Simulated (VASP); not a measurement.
# CuI (Cmme) in VASP: settings compared

Aim: see how the results for CuI move with the level of theory and the settings. Levels: PBE, r2SCAN. Tasks: single point.

All numbers are computed with VASP 6.6.1; they aren't measurements. Logs are shortened: lines on timing, memory, paths and dates and some standing lists are left out, and cuts for length are marked.

## Step 1: The cell of the first run

The structure is orthorhombic, space group Cmme (No. 67). Conventional cell: a = 5.603 Å, b = 5.867 Å, c = 6.346 Å, α = 90.00°, β = 90.00°, γ = 90.00°. Within 3.5 Å of Cu (site symmetry 222) lie 4 I at 2.64 Å and 4 Cu at 2.80 to 2.93 Å. Within 3.5 Å of I (site symmetry mm2) lie 4 Cu at 2.64 Å.

## Step 2: Single point, PBE (shear xy strain -4.6%)

Input file INCAR:

```
SYSTEM = CuI
  PREC = Accurate
  ENCUT = 520
  EDIFF = 1E-7
  ISMEAR = -1
  SIGMA = 0.02
  LREAL = .FALSE.
  LASPH = .TRUE.
  NELM = 60
  ALGO = Normal
  ISIF = 2
  LWAVE = .FALSE.
  LCHARG = .TRUE.
  GGA = PE
  LELF = .TRUE.
  LVHAR = .TRUE.
  NBANDS = 26
```

Input file KPOINTS:

```
Automatic mesh
0
G
  6 6 4
  0 0 0
```

Input file POSCAR:

```
CuI
1.0
    4.0551101088     -0.0932675325      0.0000000000
   -0.0932675325      4.0551101088      0.0000000000
    0.0000000000      0.0000000000      6.3456838742
Cu I
2 2
Direct
    0.5000000000      0.5000000000      0.0000000000
    0.0000000000      0.0000000000      0.0000000000
    0.5000000000      0.0000000000      0.2665269579
    0.0000000000      0.5000000000      0.7334730421
```

Potentials or basis: VASP PAW PBE potentials, release 64 (Cu, I).

Started as:

```sh
$ cat potpaw_PBE.64/Cu/POTCAR potpaw_PBE.64/I/POTCAR > POTCAR
$ mpirun -np 1 vasp_std > vasp.out
```

OUTCAR:

```text
SYSTEM = CuI
   PREC = Accurate
   ENCUT = 520
   EDIFF = 1E-7
   ISMEAR = -1
   LREAL = .FALSE.
   LASPH = .TRUE.
   NELM = 60
   ISIF = 2
   GGA = PE

 ion  position               nearest neighbor table
   1  0.500  0.500  0.000-   3 2.64   4 2.64   3 2.64   4 2.64
   2  0.000  0.000  0.000-   3 2.64   4 2.64   4 2.64   3 2.64
   3  0.500  0.000  0.267-   1 2.64   2 2.64   1 2.64   2 2.64
   4  0.000  0.500  0.733-   1 2.64   2 2.64   2 2.64   1 2.64

  LATTYP: Found a base centered orthorhombic cell.
 ALAT       =     5.6028915034
 B/A-ratio  =     1.0470829069
 C/A-ratio  =     1.1325730420

  Lattice vectors:

 A1 = (   4.0551101088,  -0.0932675325,   0.0000000000)
 A2 = (  -0.0932675325,   4.0551101088,   0.0000000000)
 A3 = (   0.0000000000,   0.0000000000,   6.3456838742)

Analysis of symmetry for initial positions (statically):
=====================================================================
 Subroutine PRICEL returns:
 Original cell was already a primitive cell.

 Routine SETGRP: Setting up the symmetry group for a
 base centered orthorhombic supercell.

 Subroutine GETGRP returns: Found  8 space group operations
 (whereof  4 operations were pure point group operations)
 out of a pool of  8 trial point group operations.

The static configuration has the point symmetry D_2 .
 The point group associated with its full space group is D_2h.

Analysis of symmetry for dynamics (positions and initial velocities):
=====================================================================
 Subroutine PRICEL returns:
 Original cell was already a primitive cell.

 Routine SETGRP: Setting up the symmetry group for a
 base centered orthorhombic supercell.

 Subroutine GETGRP returns: Found  8 space group operations
 (whereof  4 operations were pure point group operations)
 out of a pool of  8 trial point group operations.

The dynamic configuration has the point symmetry D_2 .
 The point group associated with its full space group is D_2h.

 Subroutine INISYM returns: Found  8 space group operations
 (whereof  4 operations are pure point group operations),
 and found     1 'primitive' translations

----------------------------------------------------------------------------------------

                                     Primitive cell

  volume of cell :     104.2927

  direct lattice vectors                    reciprocal lattice vectors
     4.055110109 -0.093267532  0.000000000     0.246732950  0.005674858  0.000000000
    -0.093267532  4.055110109  0.000000000     0.005674858  0.246732950  0.000000000
     0.000000000  0.000000000  6.345683874     0.000000000  0.000000000  0.157587428

  length of vectors
     4.056182544  4.056182544  6.345683874     0.246798202  0.246798202  0.157587428

  position of ions in fractional coordinates (direct lattice)
     0.500000000  0.500000000  0.000000000
     0.000000000  0.000000000  0.000000000
     0.500000000  0.000000000  0.266526958
     0.000000000  0.500000000  0.733473042

  ion indices of the primitive-cell ions
   primitive index   ion index
                 1           1
                 2           2
                 3           3
                 4           4

----------------------------------------------------------------------------------------

 KPOINTS: Automatic mesh

Automatic generation of k-mesh.
 Grid dimensions read from file:
 generate k-points for:    6    6    4

 Generating k-lattice:

  Cartesian coordinates                     Fractional coordinates (reciprocal lattice)
     0.041122158  0.000945810  0.000000000     0.166666667 -0.000000000  0.000000000
     0.000945810  0.041122158  0.000000000    -0.000000000  0.166666667  0.000000000
     0.000000000  0.000000000  0.039396857     0.000000000  0.000000000  0.250000000

  Length of vectors
     0.041133034  0.041133034  0.039396857

  Shift w.r.t. Gamma in fractional coordinates (k-lattice)
     0.000000000  0.000000000  0.000000000

 Subroutine IBZKPT returns following result:
 ===========================================

 Found     39 irreducible k-points:

 Following reciprocal coordinates:
            Coordinates               Weight
  0.000000  0.000000  0.000000      1.000000
  0.166667  0.000000  0.000000      4.000000
  0.333333  0.000000  0.000000      4.000000
  0.500000  0.000000  0.000000      2.000000
  0.166667  0.166667  0.000000      2.000000
  0.333333  0.166667  0.000000      4.000000
[... 16 lines left out ...]
  0.333333  0.333333  0.250000      4.000000
  0.500000  0.333333  0.250000      8.000000
 [... further k-points ...]
   k-points           NKPTS =     39   k-points in BZ     NKDIM =     39   number of bands    NBANDS=     26
   number of dos      NEDOS =    301   number of ions     NIONS =      4
   total plane-waves  NPLWV =  43200
   dimension x,y,z NGX =    30 NGY =   30 NGZ =   48
   dimension x,y,z NGXF=    60 NGYF=   60 NGZF=   96
   ions per type =               2   2
   NGX,Y,Z   is equivalent  to a cutoff of  12.30, 12.30, 12.58 a.u.
   NGXF,Y,Z  is equivalent  to a cutoff of  24.59, 24.59, 25.15 a.u.
 SYSTEM =  CuI
   PREC   = accura    normal or accurate (medium, high low for compatibility)
   ISTART =      0    job   : 0-new  1-cont  2-samecut
   ICHARG =      2    charge: 1-file 2-atom 10-const
   ISPIN  =      1    spin polarized calculation?
   LNONCOLLINEAR =      F non collinear calculations
   LSORBIT =      F    spin-orbit coupling
   LASPH  =      T    aspherical Exc in radial PAW
   ENCUT  =  520.0 eV  38.22 Ry    6.18 a.u.   7.54  7.54 11.80*2*pi/ulx,y,z
   NELM   =     60;   NELMIN=  2; NELMDL= -5     # of ELM steps
   EDIFF  = 0.1E-06   stopping-criterion for ELM
   LREAL  =      F    real-space projection
   EDIFFG = 0.1E-05   stopping-criterion for IOM
   NSW    =      0    number of steps for IOM
   IBRION =     -1    ionic relax: 0-MD 1-quasi-New 2-CG
   NFREE  =      0    steps in history (QN), initial steepest desc. (CG)
   ISIF   =      2    stress and relaxation
   ISYM   =      2    0-nonsym 1-usesym 2-fastsym
   POTIM  = 0.5000    time-step for ionic-motion
   TEBEG  =    0.0;   TEEND  =   0.0 temperature during run
   PSTRESS=    0.0 pullay stress
   NELECT =      36.0000    total number of electrons
   NUPDOWN=      -1.0000    fix difference up-down
   EMIN   =  10.00;   EMAX   =-10.00  energy-range for DOS
   EFERMI =   0.00;   METHOD = LEGACY
   ISMEAR =    -1;   SIGMA  =   0.02  broadening in eV -4-tet -1-fermi 0-gaus
   EFERMI_NEDOS =   21; number of points for ismear=-14 and -15
   IALGO  =     38    algorithm
   IMIX   =      4    mixing-type and parameters
     AMIX     =   0.40;   BMIX     =  1.00
     AMIX_MAG =   1.60;   BMIX_MAG =  1.00
  volume/ion in A,a.u.               =      26.07       175.95
  Fermi-wavevector in a.u.,A,eV,Ry     =   1.148394  2.170151 17.943491  1.318809
  Thomas-Fermi vector in A             =   2.285069
   LORBIT       =      0    0 simple, 1 ext, 2 COOP (PROOUT), +10 PAW based schemes
   GGA     = PE    functional components
   LHFCALC =     F    Hartree Fock is set to
   AEXX    =    0.0000 exact exchange contribution
   IVDW    =     0    specifies the selected vdW correction
   LEPSILON=     F    determine dielectric tensor
   LRPA    =     F    only Hartree local field effects (RPA)
 non-spin polarized calculation
  energy-cutoff  :      520.00
  volume of cell :      104.29
 maximum number of plane-waves:      2840
   NGX = 15   NGY = 15   NGZ = 23

 number of electron      36.0000008 magnetization

 Free energy of the ion-electron system (eV)
  ---------------------------------------------------
  ext. energy  EPLUGINS =         0.00000000
  ---------------------------------------------------
  free energy    TOTEN  =       -11.03966051 eV

  energy without entropy =      -11.03966051  energy(sigma->0) =      -11.03966051

 E-fermi :   5.3643     XC(G=0):  -9.2589

 val. band max:        4.9779448122   @ k =   0.0000   0.0000   0.0000
 cond. band min:       6.5471149724   @ k =   0.0000   0.0000   0.0000
 fundamental gap:      1.5691701602
 Fermi energy:         5.3643245596

 k-point     1 :       0.0000    0.0000    0.0000
  band No.  band energies     occupation
      1      -9.1154      2.00000
      2      -8.3250      2.00000
      3      -1.0510      2.00000
      4       1.1351      2.00000
      5       1.2661      2.00000
      6       1.3503      2.00000
[... 18 lines left out ...]
     25      13.5327      0.00000
     26      13.5855      0.00000

 k-point     2 :       0.1667    0.0000    0.0000
  band No.  band energies     occupation
      1      -9.0056      2.00000
      2      -8.3038      2.00000
      3      -0.8593      2.00000
      4       0.9726      2.00000
      5       0.9776      2.00000
      6       1.2009      2.00000
[... 18 lines left out ...]
     25      13.2286      0.00000
     26      13.5985      0.00000

 k-point     3 :       0.3333    0.0000    0.0000
  band No.  band energies     occupation
      1      -8.7309      2.00000
      2      -8.3032      2.00000
      3      -0.3788      2.00000
      4       0.0923      2.00000
      5       0.3390      2.00000
      6       1.0643      2.00000
[... 18 lines left out ...]
     25      12.0482      0.00000
     26      12.5088      0.00000

 k-point     4 :       0.5000    0.0000    0.0000
  band No.  band energies     occupation
      1      -8.4447      2.00000
      2      -8.4447      2.00000
      3      -0.2725      2.00000
      4      -0.2725      2.00000
      5       0.5686      2.00000
      6       0.5686      2.00000
[... 18 lines left out ...]
     25      11.5957      0.00000
     26      11.5957      0.00000
[... 496 lines left out ...]
      1      -8.8296      2.00000
      2      -8.3685      2.00000
      3      -0.5534      2.00000
      4       0.5243      2.00000
      5       0.9358      2.00000
      6       1.0969      2.00000
[... 18 lines left out ...]
     25      11.0624      0.00000
     26      12.3323      0.00000

 k-point    23 :       0.3333    0.3333    0.2500
  band No.  band energies     occupation
      1      -8.3721      2.00000
      2      -8.2337      2.00000
      3      -0.3603      2.00000
      4      -0.2443      2.00000
      5       0.3914      2.00000
      6       0.9596      2.00000
[... 18 lines left out ...]
     25      13.2302      0.00000
     26      13.4899      0.00000

 k-point    24 :       0.5000    0.3333    0.2500
  band No.  band energies     occupation
      1      -8.2459      2.00000
      2      -8.2096      2.00000
      3      -0.5577      2.00000
      4      -0.3991      2.00000
      5       0.7480      2.00000
      6       0.8291      2.00000
[... 18 lines left out ...]
     25      13.3240      0.00000
     26      13.5259      0.00000

 [... further k-points ...]
[... 5 lines left out ...]
  --------------------------------------------------------------------------------------
  -------------------------------------------------------------------------------------
  Total        1.4645455      1.4645455      1.5762029     -0.0268205      0.0000000      0.0000000
  in kB       22.4988087     22.4988087     24.2141243     -0.4120253      0.0000000      0.0000000
  external PRESSURE =      23.0705805 kB  Pullay stress =       0.0000000 kB

 VOLUME and BASIS-vectors are now :
 -----------------------------------------------------------------------------
  energy-cutoff  :      520.00
  volume of cell :      104.29
      direct lattice vectors                 reciprocal lattice vectors
     4.055110109 -0.093267532  0.000000000     0.246732950  0.005674858  0.000000000
    -0.093267532  4.055110109  0.000000000     0.005674858  0.246732950  0.000000000
     0.000000000  0.000000000  6.345683874     0.000000000  0.000000000  0.157587428

 POSITION                                       TOTAL-FORCE (eV/Angst)
 -----------------------------------------------------------------------------------
      1.98092      1.98092      0.00000        -0.000000      0.000000      0.000000
      0.00000      0.00000      0.00000         0.000000      0.000000      0.000000
      2.02756     -0.04663      1.69130        -0.000000      0.000000      0.158373
     -0.04663      2.02756      4.65439        -0.000000      0.000000     -0.158373
 -----------------------------------------------------------------------------------
    total drift:                                0.000000      0.000000     -0.000000

  FREE ENERGIE OF THE ION-ELECTRON SYSTEM (eV)
  ---------------------------------------------------
  free  energy   TOTEN  =       -11.0396605140 eV

  energy  without entropy=      -11.0396605139  energy(sigma->0) =      -11.03966051
```

It took 1.8 min on 1 thread of Intel Xeon Platinum 8488C (Sapphire Rapids), shared host; peak memory 0.25 GiB.

Results:

```
Free energy            : -11.0397 eV
Pressure               : 2.3 GPa
Largest force          : 0.158 eV/Å
Band gap on the k mesh : 1.57 eV
```

Forces in eV/Å, atoms in the order of the input:
```
Cu   0.000  0.000  0.000
Cu   0.000  0.000  0.000
I    0.000  0.000  0.158
I    0.000  0.000 -0.158
```

Caveat: the cell differs from its parent crystal (shear xy strain -4.6%); spin-orbit coupling is left out, which moves the levels of the heavy elements; this functional lacks dispersion, which binds layers or chains, so the pressure and a relaxed spacing across them are unreliable.

## Step 3: Single point, r2SCAN (shear xy strain -4.6%)

POSCAR is that of step 2.

Input file INCAR.step1:

```
SYSTEM = CuI
  PREC = Accurate
  ENCUT = 520
  ISMEAR = 0
  SIGMA = 0.01
  LREAL = .False.
  LASPH = .True.
  NELM = 60
  NBANDS = 26
  GGA = PE
  ALGO = Normal
  EDIFF = 1E-4
  LWAVE = .True.
  LCHARG = .False.
```

Input file INCAR.step2:

```
SYSTEM = CuI
  PREC = Accurate
  ENCUT = 520
  EDIFF = 1E-6
  ISMEAR = 0
  SIGMA = 0.01
  LREAL = .False.
  LASPH = .True.
  NELM = 60
  ALGO = Normal
  ISIF = 2
  LWAVE = .False.
  LCHARG = .False.
  METAGGA = R2SCAN
  LMIXTAU = .True.
  NBANDS = 26
  ISTART = 1
```

Input file KPOINTS:

```
Automatic mesh
0
Gamma
  6 6 4
  0 0 0
```

Potentials or basis: VASP PAW PBE potentials, release 64 (Cu, I).

Started as:

```sh
$ cat potpaw_PBE.64/Cu/POTCAR potpaw_PBE.64/I/POTCAR > POTCAR
$ cp INCAR.step1 INCAR
$ mpirun -np 1 vasp_std > vasp.out
$ cp INCAR.step2 INCAR
$ mpirun -np 1 vasp_std > vasp.out
```

It took 5.2 min on 1 thread of Intel Xeon Platinum 8488C (Sapphire Rapids), shared host; peak memory 0.26 GiB.

It converged, with:

- Free energy: -71.5425 eV
- Pressure: 1.1 GPa
- Largest force: 0.005 eV/Å
- Band gap on the k mesh: 2.05 eV

Forces in eV/Å, atoms in the order of the input:
```
Cu   0.000  0.000  0.000
Cu   0.000  0.000  0.000
I    0.000  0.000 -0.005
I    0.000  0.000  0.005
```

Levels at points of the mesh, in eV from the valence-band top:
```tsv
k point	band 15	band 16	band 17	band 18	band 19	band 20	band 21	band 22
(0.00, 0.00, 0.00)	-1.25	-0.90	-0.08	0.00	2.05	3.41	3.63	5.17
(0.50, 0.00, 0.00)	-1.22	-1.22	-0.57	-0.57	4.10	4.10	5.20	5.20
(0.50, 0.50, 0.00)	-1.75	-1.73	-1.24	-1.10	2.62	2.82	3.02	3.02
(0.00, 0.00, 0.50)	-1.36	-1.25	-0.42	-0.42	3.69	3.82	3.94	4.65
(0.50, 0.00, 0.50)	-0.79	-0.79	-0.54	-0.54	2.57	2.57	5.47	5.47
(0.50, 0.50, 0.50)	-1.81	-1.75	-1.16	-0.97	4.22	4.32	4.52	4.75
```

Caveat: the cell differs from its parent crystal (shear xy strain -4.6%); the PAW data sets were made with another functional, which shifts forces and pressure a little; spin-orbit coupling is left out, which moves the levels of the heavy elements.
